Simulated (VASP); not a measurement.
# Ti2Te3Pt (P6mm) in VASP: single point with PBE

Aim: the single point of Ti2Te3Pt with PBE.

All numbers are computed with VASP 6.6.1; they aren't measurements. Logs are shortened: lines on timing, memory, paths and dates and some standing lists are left out, and cuts for length are marked.

## 1. The cell of the first run

It takes space group P6mm (No. 183, hexagonal). Conventional cell: a = 6.097 Å, b = 6.097 Å, c = 4.282 Å, α = 90.00°, β = 90.00°, γ = 120.00°. Ti (site symmetry 3m) has 6 Te at 2.76 to 2.78 Å and 3 Ti at 3.52 Å and 3 Pt at 3.53 Å within 3.6 Å. Within 3.6 Å of Te (site symmetry 2mm) lie 4 Ti at 2.76 to 2.78 Å and 4 Te at 3.05 Å and 2 Pt at 3.56 Å. Pt (site symmetry 6mm) has 6 Ti at 3.53 Å and 12 Te at 3.56 to 3.91 Å and 2 Pt at 4.28 Å within 4.6 Å.

## 2. Single point, PBE

INCAR

```
PREC = Accurate
ENCUT = 520
EDIFF = 1E-7
ISMEAR = 0
SIGMA = 0.1
LREAL = False
LASPH = True
NELM = 100
ALGO = Normal
ISIF = 2
LWAVE = False
LCHARG = True
GGA = PE
LELF = True
LVHAR = True
NBANDS = 35
```

KPOINTS

```
Automatic mesh
0
Gamma
  3 3 4
```

POSCAR

```
Ti2Te3Pt
1.0
    6.0965440600      0.0000000000      0.0000000000
   -3.0482720300      5.2797620300      0.0000000000
    0.0000000000      0.0000000000      4.2820269200
Ti Te Pt
2 3 1
Direct
    0.6666666700      0.3333333300      0.9631379800
    0.3333333300      0.6666666700      0.9631379800
    0.5000000000      0.5000000000      0.4595159900
    0.5000000000      0.0000000000      0.4595159900
    0.0000000000      0.5000000000      0.4595159900
    0.0000000000      0.0000000000      0.8888130200
```

Potentials or basis: VASP PAW PBE potentials, release 64 (Ti_sv, Te, Pt).

Started as:

```bash
$ cat potpaw_PBE.64/Ti_sv/POTCAR potpaw_PBE.64/Te/POTCAR potpaw_PBE.64/Pt/POTCAR > POTCAR
$ mpirun -np 1 vasp_std > vasp.out
```

OUTCAR:

```text
PREC = Accurate
   ENCUT = 520
   EDIFF = 1E-7
   ISMEAR = 0
   LREAL = False
   LASPH = True
   NELM = 100
   ISIF = 2
   GGA = PE

 ion  position               nearest neighbor table
   1  0.667  0.333  0.963-   4 2.76   5 2.76   3 2.76   4 2.78   5 2.78   3 2.78
   2  0.333  0.667  0.963-   4 2.76   5 2.76   3 2.76   4 2.78   5 2.78   3 2.78
   3  0.500  0.500  0.460-   1 2.76   2 2.76   1 2.78   2 2.78   4 3.05   4 3.05   5 3.05   5 3.05
                             6 3.56   6 3.56
   4  0.500  0.000  0.460-   1 2.76   2 2.76   1 2.78   2 2.78   3 3.05   5 3.05   3 3.05   5 3.05
                             6 3.56   6 3.56
   5  0.000  0.500  0.460-   1 2.76   2 2.76   1 2.78   2 2.78   4 3.05   4 3.05   3 3.05   3 3.05
                             6 3.56   6 3.56
   6  0.000  0.000  0.889-   3 3.56   5 3.56   5 3.56   3 3.56   4 3.56   4 3.56

  LATTYP: Found a hexagonal cell.
 ALAT       =     6.0965440600
 C/A-ratio  =     0.7023695520

  Lattice vectors:

 A1 = (   6.0965440600,   0.0000000000,   0.0000000000)
 A2 = (  -3.0482720300,   5.2797620300,   0.0000000000)
 A3 = (   0.0000000000,   0.0000000000,   4.2820269200)

Analysis of symmetry for initial positions (statically):
=====================================================================
 Subroutine PRICEL returns:
 Original cell was already a primitive cell.

 Routine SETGRP: Setting up the symmetry group for a
 hexagonal supercell.

 Subroutine GETGRP returns: Found 12 space group operations
 (whereof 12 operations were pure point group operations)
 out of a pool of 24 trial point group operations.

The static configuration has the point symmetry C_6v.

Analysis of symmetry for dynamics (positions and initial velocities):
=====================================================================
 Subroutine PRICEL returns:
 Original cell was already a primitive cell.

 Routine SETGRP: Setting up the symmetry group for a
 hexagonal supercell.

 Subroutine GETGRP returns: Found 12 space group operations
 (whereof 12 operations were pure point group operations)
 out of a pool of 24 trial point group operations.

The dynamic configuration has the point symmetry C_6v.

 Subroutine INISYM returns: Found 12 space group operations
 (whereof 12 operations are pure point group operations),
 and found     1 'primitive' translations

----------------------------------------------------------------------------------------

                                     Primitive cell

  volume of cell :     137.8312

  direct lattice vectors                    reciprocal lattice vectors
     6.096544060  0.000000000  0.000000000     0.164027356  0.094701238  0.000000000
    -3.048272030  5.279762030  0.000000000     0.000000000  0.189402476  0.000000000
     0.000000000  0.000000000  4.282026920     0.000000000  0.000000000  0.233534263

  length of vectors
     6.096544060  6.096544059  4.282026920     0.189402476  0.189402476  0.233534263

  position of ions in fractional coordinates (direct lattice)
     0.666666670  0.333333330  0.963137980
     0.333333330  0.666666670  0.963137980
     0.500000000  0.500000000  0.459515990
     0.500000000  0.000000000  0.459515990
     0.000000000  0.500000000  0.459515990
     0.000000000  0.000000000  0.888813020

  ion indices of the primitive-cell ions
   primitive index   ion index
                 1           1
                 2           2
                 3           3
                 4           4
                 5           5
                 6           6

----------------------------------------------------------------------------------------

 KPOINTS: Automatic mesh

Automatic generation of k-mesh.
 Grid dimensions read from file:
 generate k-points for:    3    3    4

 Generating k-lattice:

  Cartesian coordinates                     Fractional coordinates (reciprocal lattice)
     0.054675785  0.031567079  0.000000000     0.333333333 -0.000000000  0.000000000
     0.000000000  0.063134159  0.000000000     0.000000000  0.333333333  0.000000000
     0.000000000  0.000000000  0.058383566     0.000000000  0.000000000  0.250000000

  Length of vectors
     0.063134159  0.063134159  0.058383566

  Shift w.r.t. Gamma in fractional coordinates (k-lattice)
     0.000000000  0.000000000  0.000000000

 Subroutine IBZKPT returns following result:
 ===========================================

 Found      9 irreducible k-points:

 Following reciprocal coordinates:
            Coordinates               Weight
  0.000000  0.000000  0.000000      1.000000
  0.333333 -0.000000  0.000000      6.000000
  0.333333  0.333333  0.000000      2.000000
  0.000000  0.000000  0.250000      2.000000
  0.333333 -0.000000  0.250000     12.000000
  0.333333  0.333333  0.250000      4.000000
  0.000000  0.000000  0.500000      1.000000
  0.333333 -0.000000  0.500000      6.000000
  0.333333  0.333333  0.500000      2.000000
   k-points           NKPTS =      9   k-points in BZ     NKDIM =      9   number of bands    NBANDS=     35
   number of dos      NEDOS =    301   number of ions     NIONS =      6
   total plane-waves  NPLWV =  73728
   dimension x,y,z NGX =    48 NGY =   48 NGZ =   32
   dimension x,y,z NGXF=    96 NGYF=   96 NGZF=   64
   ions per type =               2   3   1
   NGX,Y,Z   is equivalent  to a cutoff of  13.09, 13.09, 12.42 a.u.
   NGXF,Y,Z  is equivalent  to a cutoff of  26.18, 26.18, 24.85 a.u.
 SYSTEM =  unknown system
   PREC   = accura    normal or accurate (medium, high low for compatibility)
   ISTART =      0    job   : 0-new  1-cont  2-samecut
   ICHARG =      2    charge: 1-file 2-atom 10-const
   ISPIN  =      1    spin polarized calculation?
   LNONCOLLINEAR =      F non collinear calculations
   LSORBIT =      F    spin-orbit coupling
   LASPH  =      T    aspherical Exc in radial PAW
   ENCUT  =  520.0 eV  38.22 Ry    6.18 a.u.  11.34 11.34  7.96*2*pi/ulx,y,z
   NELM   =    100;   NELMIN=  2; NELMDL= -5     # of ELM steps
   EDIFF  = 0.1E-06   stopping-criterion for ELM
   LREAL  =      F    real-space projection
   EDIFFG = 0.1E-05   stopping-criterion for IOM
   NSW    =      0    number of steps for IOM
   IBRION =     -1    ionic relax: 0-MD 1-quasi-New 2-CG
   NFREE  =      0    steps in history (QN), initial steepest desc. (CG)
   ISIF   =      2    stress and relaxation
   ISYM   =      2    0-nonsym 1-usesym 2-fastsym
   POTIM  = 0.5000    time-step for ionic-motion
   TEBEG  =    0.0;   TEEND  =   0.0 temperature during run
   PSTRESS=    0.0 pullay stress
   NELECT =      52.0000    total number of electrons
   NUPDOWN=      -1.0000    fix difference up-down
   EMIN   =  10.00;   EMAX   =-10.00  energy-range for DOS
   EFERMI =   0.00;   METHOD = LEGACY
   ISMEAR =     0;   SIGMA  =   0.10  broadening in eV -4-tet -1-fermi 0-gaus
   EFERMI_NEDOS =   21; number of points for ismear=-14 and -15
   IALGO  =     38    algorithm
   IMIX   =      4    mixing-type and parameters
     AMIX     =   0.40;   BMIX     =  1.00
     AMIX_MAG =   1.60;   BMIX_MAG =  1.00
  volume/ion in A,a.u.               =      22.97       155.02
  Fermi-wavevector in a.u.,A,eV,Ry     =   1.182933  2.235419 19.039045  1.399330
  Thomas-Fermi vector in A             =   2.319177
   LORBIT       =      0    0 simple, 1 ext, 2 COOP (PROOUT), +10 PAW based schemes
   GGA     = PE    functional components
   LHFCALC =     F    Hartree Fock is set to
   AEXX    =    0.0000 exact exchange contribution
   IVDW    =     0    specifies the selected vdW correction
   LEPSILON=     F    determine dielectric tensor
   LRPA    =     F    only Hartree local field effects (RPA)
 non-spin polarized calculation
 Gauss-broadening in eV      SIGMA  =   0.10
  energy-cutoff  :      520.00
  volume of cell :      137.83
 maximum number of plane-waves:      3738
 NGX is ok and might be reduce to    48
   NGX = 23   NGY = 23   NGZ = 15

 number of electron      51.9999996 magnetization

 Free energy of the ion-electron system (eV)
  ---------------------------------------------------
  ext. energy  EPLUGINS =         0.00000000
  ---------------------------------------------------
  free energy    TOTEN  =       -29.16745282 eV

  energy without entropy =      -29.13631224  energy(sigma->0) =      -29.15188253

 E-fermi :   8.5258     XC(G=0): -10.6154

 val. band max:        8.5073096736   @ k =   0.3333  -0.0000   0.0000
 cond. band min:       8.5452268457   @ k =   0.0000   0.0000   0.0000
 fundamental gap:      0.0379171722
 Fermi energy:         8.5257577480

 k-point     1 :       0.0000    0.0000    0.0000
  band No.  band energies     occupation
      1     -49.0307      2.00000
      2     -49.0251      2.00000
      3     -25.3843      2.00000
      4     -25.3843      2.00000
      5     -25.3440      2.00000
      6     -25.3440      2.00000
[... 27 lines left out ...]
     34      11.3835      0.00000
     35      11.3835      0.00000

 k-point     2 :       0.3333   -0.0000    0.0000
  band No.  band energies     occupation
      1     -49.0295      2.00000
      2     -49.0263      2.00000
      3     -25.3863      2.00000
      4     -25.3771      2.00000
      5     -25.3513      2.00000
      6     -25.3421      2.00000
[... 27 lines left out ...]
     34      10.3031      0.00000
     35      11.1403      0.00000

 k-point     3 :       0.3333    0.3333    0.0000
  band No.  band energies     occupation
      1     -49.0279      2.00000
      2     -49.0279      2.00000
      3     -25.3882      2.00000
      4     -25.3642      2.00000
      5     -25.3642      2.00000
      6     -25.3402      2.00000
[... 27 lines left out ...]
     34       9.8271      0.00000
     35       9.8271      0.00000
[... 153 lines left out ...]
 k-point     8 :       0.3333   -0.0000    0.5000
  band No.  band energies     occupation
      1     -49.0292      2.00000
      2     -49.0256      2.00000
      3     -25.3848      2.00000
      4     -25.3753      2.00000
      5     -25.3488      2.00000
      6     -25.3393      2.00000
[... 27 lines left out ...]
     34      10.4567      0.00000
     35      10.8141      0.00000

 k-point     9 :       0.3333    0.3333    0.5000
  band No.  band energies     occupation
      1     -49.0274      2.00000
      2     -49.0274      2.00000
      3     -25.3866      2.00000
      4     -25.3621      2.00000
      5     -25.3621      2.00000
      6     -25.3376      2.00000
[... 27 lines left out ...]
     34      10.2182      0.00000
     35      10.9047      0.00000

------------------------ aborting loop because EDIFF is reached ----------------------------------------

  FORCE on cell =-STRESS in cart. coord.  units (eV):
  Direction    XX          YY          ZZ          XY          YZ          ZX
  --------------------------------------------------------------------------------------
  -------------------------------------------------------------------------------------
  Total        2.0848798      2.0848798      1.8430274      0.0000000      0.0000000      0.0000000
  in kB       24.2350629     24.2350629     21.4237219      0.0000000      0.0000000      0.0000000
  external PRESSURE =      23.2979493 kB  Pullay stress =       0.0000000 kB

 VOLUME and BASIS-vectors are now :
 -----------------------------------------------------------------------------
  energy-cutoff  :      520.00
  volume of cell :      137.83
      direct lattice vectors                 reciprocal lattice vectors
     6.096544060  0.000000000  0.000000000     0.164027356  0.094701238  0.000000000
    -3.048272030  5.279762030  0.000000000     0.000000000  0.189402476  0.000000000
     0.000000000  0.000000000  4.282026920     0.000000000  0.000000000  0.233534263

 POSITION                                       TOTAL-FORCE (eV/Angst)
 -----------------------------------------------------------------------------------
      3.04827      1.75992      4.12418         0.000000     -0.000000     -0.006707
     -0.00000      3.51984      4.12418        -0.000000     -0.000000     -0.006707
      1.52414      2.63988      1.96766         0.000000      0.000000      0.025808
      3.04827      0.00000      1.96766         0.000000      0.000000      0.025808
     -1.52414      2.63988      1.96766         0.000000     -0.000000      0.025808
      0.00000      0.00000      3.80592         0.000000      0.000000     -0.064008
 -----------------------------------------------------------------------------------
    total drift:                               -0.000000     -0.000000      0.000238

  FREE ENERGIE OF THE ION-ELECTRON SYSTEM (eV)
  ---------------------------------------------------
  free  energy   TOTEN  =       -29.1674528210 eV

  energy  without entropy=      -29.1363122409  energy(sigma->0) =      -29.15188253
```

Wall time 50 s (1 thread of Intel Xeon Platinum 8375C at 2.90GHz (Ice Lake), shared host); peak memory 0.28 GiB.

What came out:

- Free energy: -29.1675 eV
- Pressure: 2.3 GPa
- Largest force: 0.064 eV/Å
- Band gap on the k mesh: zero (band 26 reaches 8.94 eV, above the bottom of band 27 at 8.23 eV)

Forces on the atoms (eV/Å):
```
Ti   0.000  0.000 -0.007
Ti   0.000  0.000 -0.007
Te   0.000  0.000  0.026
Te   0.000  0.000  0.026
Te   0.000  0.000  0.026
Pt   0.000  0.000 -0.064
```

Caveat: the k points lie up to 0.40 Å⁻¹ apart; spin-orbit coupling is left out, which moves the levels of the heavy elements.
